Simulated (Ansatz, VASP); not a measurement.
## MgO: VASP beside Ansatz

INCAR

```
SYSTEM = MgO
PREC = Accurate ; ENCUT = 520
EDIFF = 1E-7 ; ISMEAR = 0
SIGMA = 0.05 ; LREAL = .FALSE.
LASPH = .TRUE. ; NELM = 80
ALGO = Normal ; ISIF = 2
LWAVE = .FALSE. ; LCHARG = .FALSE.
GGA = PE ; NBANDS = 16
```

The input KPOINTS:

```
Automatic mesh
0
G
  9 9 6
  0 0 0
```

The input POSCAR:

```
MgO
1.0
    3.5917000000      0.0000000000      0.0000000000
   -1.7958500000      3.1105034428      0.0000000000
    0.0000000000      0.0000000000      4.0274000000
Mg O
2 2
Direct
    0.6666666667      0.3333333333      0.7500000000
    0.3333333333      0.6666666667      0.2500000000
    0.6666666667      0.3333333333      0.2500000000
    0.3333333333      0.6666666667      0.7500000000
```

Input for Ansatz:

```yaml
crystal:
  lattice:
    - [3.5917, 0.0, 0.0]
    - [-1.79585, 3.1105034428, 0.0]
    - [0.0, 0.0, 4.0274]
  atoms:
    - { symbol: Mg, position: [0.6666666667, 0.3333333333, 0.75] }
    - { symbol: Mg, position: [0.3333333333, 0.6666666667, 0.25] }
    - { symbol: O, position: [0.6666666667, 0.3333333333, 0.25] }
    - { symbol: O, position: [0.3333333333, 0.6666666667, 0.75] }
basis:
  ecutwfc: 520.0
kpoints:
  mp_grid: { grid: [9, 9, 6] }
hamiltonian:
  xc: pbe
  pseudopotentials: { kind: paw, azcp: { folder: soft_1 } }
scf:
  occupations: { method: gaussian, width: 0.05 }
output:
  forces: true
  stress: true
  eigenvalues: true
```

Alike in both runs: task single point; functional PBE; k mesh 9 × 9 × 6; occupations gaussian, width 0.05 eV; no spin polarisation.

|  | VASP | Ansatz |
| --- | --- | --- |
| version | VASP 6.6.1 | Ansatz 0.2.0 |
| potentials or method | VASP PAW PBE potentials, release 64 (Mg, O), cutoff 520 eV | scalar-relativistic, plane waves, PAW |
| valence electrons in the cell | 16 | 32 |

VASP gave:

* gap on the k mesh at the Fermi level (eV): 3.41
* least direct gap on the mesh (eV): 3.41
* pressure (GPa): 2.6
* traceless stress, the component that is largest in VASP (GPa): 9.03

Which values does Ansatz return?

gap on the k mesh at the Fermi level (eV): 3.43; least direct gap on the mesh (eV): 3.43; pressure (GPa): 3.2; traceless stress, the component that is largest in VASP (GPa): 9.06.

VASP's potentials hold 16 valence electrons a cell and Ansatz's 32, so a difference there can come from the potentials and not from the codes.
